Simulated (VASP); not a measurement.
# FeS2 (Pnnm) in VASP: settings compared, part 2 of 2

VASP 6.6.1. Earlier steps stand in the parts before.

### Step 3. Single point, PBE

This run uses another cell than the first one, of 13.48 Å³/atom.

INCAR

```
  ALGO = Normal
  EDIFF = 1E-6
  ENCUT = 600
  GGA = PE
  GGA_COMPAT = False
  ISIF = 2
  ISMEAR = -1
  LASPH = True
  LCHARG = True
  LELF = True
  LREAL = False
  LVHAR = True
  LWAVE = False
  NBANDS = 29
  NELM = 120
  PREC = Accurate
  SIGMA = 0.02
```

KPOINTS

```
k-points
0
Gamma
  6 6 8
```

POSCAR

```
FeS2
1.0
    4.4308097358      0.0000000000      0.0000000000
    0.0000000000      5.4005600319      0.0000000000
    0.0000000000      0.0000000000      3.3792372752
Fe S
2 4
Direct
    0.5000000000      0.5000000000      0.5000000000
    0.0000000000      0.0000000000      0.0000000000
    0.2990462953      0.8778423373      0.5000000000
    0.7009537047      0.1221576627      0.5000000000
    0.2009537047      0.3778423373      0.0000000000
    0.7990462953      0.6221576627      0.0000000000
```

Potentials or basis: VASP PAW PBE potentials, release 64 (Fe, S).

The run is started by

```sh
cat potpaw_PBE.64/Fe/POTCAR potpaw_PBE.64/S/POTCAR > POTCAR
mpirun -np 1 vasp_std > vasp.out
```

OUTCAR:

```text
EDIFF = 1E-6
   ENCUT = 600
   GGA = PE
   ISIF = 2
   ISMEAR = -1
   LASPH = True
   LREAL = False
   NELM = 120
   PREC = Accurate

 ion  position               nearest neighbor table
   1  0.500  0.500  0.500-   3 2.23   4 2.23   5 2.25   6 2.25   5 2.25   6 2.25
   2  0.000  0.000  0.000-   5 2.23   6 2.23   3 2.25   4 2.25   3 2.25   4 2.25
   3  0.299  0.878  0.500-   4 2.22   1 2.23   2 2.25   2 2.25
   4  0.701  0.122  0.500-   3 2.22   1 2.23   2 2.25   2 2.25
   5  0.201  0.378  0.000-   6 2.22   2 2.23   1 2.25   1 2.25
   6  0.799  0.622  0.000-   5 2.22   2 2.23   1 2.25   1 2.25

  LATTYP: Found a simple orthorhombic cell.
 ALAT       =     3.3792372752
 B/A-ratio  =     1.3111863344
 C/A-ratio  =     1.5981594638

  Lattice vectors:

 A1 = (   0.0000000000,   0.0000000000,   3.3792372752)
 A2 = (   4.4308097358,   0.0000000000,   0.0000000000)
 A3 = (   0.0000000000,   5.4005600319,   0.0000000000)

Analysis of symmetry for initial positions (statically):
=====================================================================
 Subroutine PRICEL returns:
 Original cell was already a primitive cell.

 Routine SETGRP: Setting up the symmetry group for a
 simple orthorhombic supercell.

 Subroutine GETGRP returns: Found  8 space group operations
 (whereof  4 operations were pure point group operations)
 out of a pool of  8 trial point group operations.

The static configuration has the point symmetry C_2h.
 The point group associated with its full space group is D_2h.

Analysis of symmetry for dynamics (positions and initial velocities):
=====================================================================
 Subroutine PRICEL returns:
 Original cell was already a primitive cell.

 Routine SETGRP: Setting up the symmetry group for a
 simple orthorhombic supercell.

 Subroutine GETGRP returns: Found  8 space group operations
 (whereof  4 operations were pure point group operations)
[... 131 lines left out ...]
     AMIX_MAG =   1.60;   BMIX_MAG =  1.00
  volume/ion in A,a.u.               =      13.48        90.95
  Fermi-wavevector in a.u.,A,eV,Ry     =   1.294736  2.446697 22.808016  1.676342
  Thomas-Fermi vector in A             =   2.426300
   LORBIT       =      0    0 simple, 1 ext, 2 COOP (PROOUT), +10 PAW based schemes
   GGA     = PE    functional components
   LHFCALC =     F    Hartree Fock is set to
   AEXX    =    0.0000 exact exchange contribution
   IVDW    =     0    specifies the selected vdW correction
   LEPSILON=     F    determine dielectric tensor
   LRPA    =     F    only Hartree local field effects (RPA)
 non-spin polarized calculation
  energy-cutoff  :      600.00
  volume of cell :       80.86
 maximum number of plane-waves:      2732
 NGX is ok and might be reduce to    36
   NGX = 17   NGY = 21   NGZ = 13

 number of electron      39.9999993 magnetization

 Free energy of the ion-electron system (eV)
  ---------------------------------------------------
  ext. energy  EPLUGINS =         0.00000000
  ---------------------------------------------------
  free energy    TOTEN  =       -36.09395477 eV

  energy without entropy =      -36.09395477  energy(sigma->0) =      -36.09395477

 E-fermi :   8.3101     XC(G=0): -11.7481

 val. band max:        7.8383063270   @ k =   0.1667   0.0000   0.2500
 cond. band min:       8.7286204553   @ k =   0.0000   0.5000   0.5000
 fundamental gap:      0.8903141283
 Fermi energy:         8.3100695697

 k-point     1 :       0.0000    0.0000    0.0000
  band No.  band energies     occupation
      1      -9.0114      2.00000
      2      -6.7097      2.00000
      3      -4.6429      2.00000
      4      -3.9261      2.00000
      5       0.1882      2.00000
      6       1.7754      2.00000
[... 757 lines left out ...]
     28      14.0104      0.00000
     29      15.5520      0.00000

 [... further k-points ...]

------------------------ aborting loop because EDIFF is reached ----------------------------------------

  FORCE on cell =-STRESS in cart. coord.  units (eV):
  Direction    XX          YY          ZZ          XY          YZ          ZX
  --------------------------------------------------------------------------------------
  -------------------------------------------------------------------------------------
  Total        0.4768216      0.5714510      0.3587110      0.0000000      0.0000000      0.0000000
  in kB        9.4476970     11.3226728      7.1074634      0.0000000      0.0000000      0.0000000
  external PRESSURE =       9.2926111 kB  Pullay stress =       0.0000000 kB

 VOLUME and BASIS-vectors are now :
 -----------------------------------------------------------------------------
  energy-cutoff  :      600.00
  volume of cell :       80.86
      direct lattice vectors                 reciprocal lattice vectors
     4.430809736  0.000000000  0.000000000     0.225692381  0.000000000  0.000000000
     0.000000000  5.400560032  0.000000000     0.000000000  0.185165982  0.000000000
     0.000000000  0.000000000  3.379237275     0.000000000  0.000000000  0.295924766

 POSITION                                       TOTAL-FORCE (eV/Angst)
 -----------------------------------------------------------------------------------
      2.21540      2.70028      1.68962         0.000000      0.000000      0.000000
      0.00000      0.00000      0.00000         0.000000      0.000000      0.000000
      1.32502      4.74084      1.68962        -0.224668     -0.117970     -0.000000
      3.10579      0.65972      1.68962         0.224668      0.117970      0.000000
      0.89039      2.04056      0.00000         0.224668     -0.117970      0.000000
      3.54042      3.36000      0.00000        -0.224668      0.117970     -0.000000
 -----------------------------------------------------------------------------------
    total drift:                               -0.000000      0.000000      0.000000

  FREE ENERGIE OF THE ION-ELECTRON SYSTEM (eV)
  ---------------------------------------------------
  free  energy   TOTEN  =       -36.0939547726 eV

  energy  without entropy=      -36.0939547725  energy(sigma->0) =      -36.09395477
```

OSZICAR:

```text
N       E                     dE             d eps       ncg     rms          rms(c)
DAV:   1     0.362692405540E+03    0.36269E+03   -0.19469E+04  4664   0.161E+03
DAV:   2     0.522831967796E+01   -0.35746E+03   -0.34085E+03  4665   0.364E+02
DAV:   3    -0.369172075158E+02   -0.42146E+02   -0.39715E+02  5929   0.133E+02
DAV:   4    -0.392389535334E+02   -0.23217E+01   -0.22934E+01  5929   0.315E+01
DAV:   5    -0.393231563248E+02   -0.84203E-01   -0.84162E-01  6368   0.583E+00    0.273E+01
DAV:   6    -0.487492407458E+02   -0.94261E+01   -0.59044E+01  6546   0.118E+02    0.356E+01
DAV:   7    -0.357565076662E+02    0.12993E+02   -0.36037E+01  5688   0.121E+02    0.924E+00
DAV:   8    -0.362309574546E+02   -0.47445E+00   -0.61696E+00  5270   0.108E+01    0.508E+00
DAV:   9    -0.360962823465E+02    0.13468E+00   -0.36099E-01  6654   0.784E+00    0.145E+00
DAV:  10    -0.360938213829E+02    0.24610E-02   -0.60541E-02  7245   0.156E+00    0.437E-01
DAV:  11    -0.360942067128E+02   -0.38533E-03   -0.24320E-03  6353   0.481E-01    0.213E-01
DAV:  12    -0.360939927251E+02    0.21399E-03   -0.26534E-04  7327   0.182E-01    0.113E-01
DAV:  13    -0.360939500463E+02    0.42679E-04   -0.16853E-04  7177   0.889E-02    0.356E-02
DAV:  14    -0.360939547096E+02   -0.46633E-05   -0.82487E-06  5603   0.226E-02    0.121E-02
DAV:  15    -0.360939547726E+02   -0.62973E-07   -0.89855E-07  3442   0.127E-02
   1 F= -.36093955E+02 E0= -.36093955E+02  d E =-.901314E-11
```

Wall time 3.2 min (1 thread of Intel Xeon Platinum 8259CL at 2.50GHz (Skylake/Cascade Lake), shared host); peak memory 0.33 GiB.

What came out:

| Property | Result |
| --- | --- |
| Free energy | -36.0940 eV |
| Pressure | 0.9 GPa |
| Largest force | 0.254 eV/Å |
| Band gap on the k mesh | 0.89 eV (least direct gap 1.18 eV) |

Forces in eV/Å, atoms in the order of the input:
```
Fe   0.000  0.000  0.000
Fe   0.000  0.000  0.000
S   -0.225 -0.118  0.000
S    0.225  0.118  0.000
S    0.225 -0.118  0.000
S   -0.225  0.118  0.000
```

Stress tensor (GPa, compression positive):
```
0.94 0.00 0.00
0.00 1.13 0.00
0.00 0.00 0.71
```

Levels at points of the mesh, in eV from the valence-band top:
| k point | band 16 | band 17 | band 18 | band 19 | band 20 | band 21 | band 22 | band 23 | band 24 | band 25 |
| --- | --- | --- | --- | --- | --- | --- | --- | --- | --- | --- |
| (0.00, 0.00, 0.00) | -1.10 | -0.96 | -0.74 | -0.71 | -0.50 | 1.27 | 1.45 | 2.85 | 3.11 | 3.39 |
| (0.50, 0.00, 0.00) | -1.17 | -0.65 | -0.65 | -0.07 | -0.07 | 1.77 | 1.77 | 2.01 | 2.01 | 2.71 |
| (0.00, 0.50, 0.00) | -1.05 | -0.80 | -0.80 | -0.31 | -0.31 | 1.18 | 1.18 | 2.47 | 2.47 | 2.93 |
| (0.50, 0.50, 0.00) | -1.34 | -1.09 | -1.09 | -0.87 | -0.87 | 1.40 | 1.40 | 1.93 | 1.93 | 3.28 |
| (0.00, 0.00, 0.50) | -1.34 | -0.90 | -0.90 | -0.37 | -0.37 | 1.49 | 1.49 | 1.70 | 1.70 | 2.27 |
| (0.50, 0.00, 0.50) | -1.04 | -0.75 | -0.75 | -0.31 | -0.31 | 1.54 | 1.54 | 2.08 | 2.08 | 3.58 |
| (0.00, 0.50, 0.50) | -1.77 | -1.40 | -1.40 | -0.35 | -0.35 | 0.89 | 0.89 | 2.18 | 2.18 | 3.13 |
| (0.50, 0.50, 0.50) | -1.37 | -0.60 | -0.60 | -0.33 | -0.33 | 1.72 | 1.72 | 2.11 | 2.11 | 2.54 |

### Step 4. Single point, r2SCAN

This run uses another cell than the first one, of 13.48 Å³/atom.

POSCAR is that of step 3.

INCAR.step1

```
  PREC = Accurate
  ENCUT = 660
  ISMEAR = -1
  SIGMA = 0.02
  LREAL = False
  LASPH = True
  NELM = 120
  NBANDS = 29
  GGA = PE
  ALGO = Normal
  EDIFF = 1E-5
  LWAVE = True
  LCHARG = False
  GGA_COMPAT = False
```

INCAR.step2

```
  PREC = Accurate
  ENCUT = 660
  EDIFF = 1E-6
  ISMEAR = -1
  SIGMA = 0.02
  LREAL = False
  LASPH = True
  NELM = 120
  ALGO = Normal
  ISIF = 2
  LWAVE = False
  LCHARG = False
  METAGGA = R2SCAN
  LMIXTAU = True
  NBANDS = 29
  ISTART = 1
  GGA_COMPAT = False
```

KPOINTS

```
regular mesh
0
Gamma
  6 4 8
```

The run is started by

```sh
cat potpaw_PBE.64/Fe/POTCAR potpaw_PBE.64/S/POTCAR > POTCAR
cp INCAR.step1 INCAR
mpirun -np 1 vasp_std > vasp.out
cp INCAR.step2 INCAR
mpirun -np 1 vasp_std > vasp.out
```

Run time: 10 min. Hardware: 1 thread of Intel Xeon Platinum 8259CL at 2.50GHz (Skylake/Cascade Lake), shared host; peak memory 0.34 GiB.

It converged, with:

```
Free energy            : -63.8694 eV
Pressure               : 0.0 GPa
Largest force          : 0.070 eV/Å
Band gap on the k mesh : 1.41 eV (least direct gap 1.70 eV)
```

Forces in eV/Å, atoms in the order of the input:
```
Fe   0.000  0.000  0.000
Fe   0.000  0.000  0.000
S    0.059  0.039  0.000
S   -0.059 -0.039  0.000
S   -0.059  0.039  0.000
S    0.059 -0.039  0.000
```

Stress tensor (GPa, compression positive):
```
-0.20  0.00  0.00
 0.00 -0.02  0.00
 0.00  0.00  0.13
```

Levels at points of the mesh, in eV from the valence-band top:
```csv
k point,band 17,band 18,band 19,band 20,band 21,band 22,band 23,band 24
"(0.00, 0.00, 0.00)",-0.94,-0.73,-0.69,-0.36,1.55,1.82,3.20,3.55
"(0.50, 0.00, 0.00)",-0.65,-0.65,-0.01,-0.01,2.24,2.24,2.32,2.32
"(0.00, 0.50, 0.00)",-0.80,-0.80,-0.31,-0.31,1.51,1.51,2.85,2.85
"(0.50, 0.50, 0.00)",-1.06,-1.06,-0.82,-0.82,1.80,1.80,2.38,2.38
"(0.00, 0.00, 0.50)",-0.88,-0.88,-0.43,-0.43,1.99,1.99,2.14,2.14
"(0.50, 0.00, 0.50)",-0.72,-0.72,-0.40,-0.40,1.95,1.95,2.42,2.42
"(0.00, 0.50, 0.50)",-1.36,-1.36,-0.42,-0.42,1.41,1.41,2.62,2.62
"(0.50, 0.50, 0.50)",-0.58,-0.58,-0.41,-0.41,2.03,2.03,2.56,2.56
```

Caveat: the PAW data sets were made with another functional, which shifts forces and pressure a little.

### Step 5. Summary

```csv
level,cell,k mesh,cutoff (eV),gap on the mesh (eV),pressure (GPa),largest force (eV/Å)
PBE,"a = 4.439, b = 5.410, c = 3.390 Å, 6 atoms, atomic positions A",6 × 4 × 8,600,0.88,0.1,0.06
PBE,"a = 4.431, b = 5.401, c = 3.379 Å, 6 atoms, atomic positions B",6 × 6 × 8,600,0.89,0.9,0.25
r2SCAN,"a = 4.431, b = 5.401, c = 3.379 Å, 6 atoms, atomic positions B",6 × 4 × 8,660,1.41,0.0,0.07
```

Alike in all rows: task single point; potentials or basis VASP PAW PBE potentials, release 64 (Fe, S); no spin polarisation; smearing fermi-dirac 0.02 eV.

Caveats: the PAW data sets were made with another functional, which shifts forces and pressure a little (at least some runs).

Absolute energies hang on the potentials; compare differences alone.
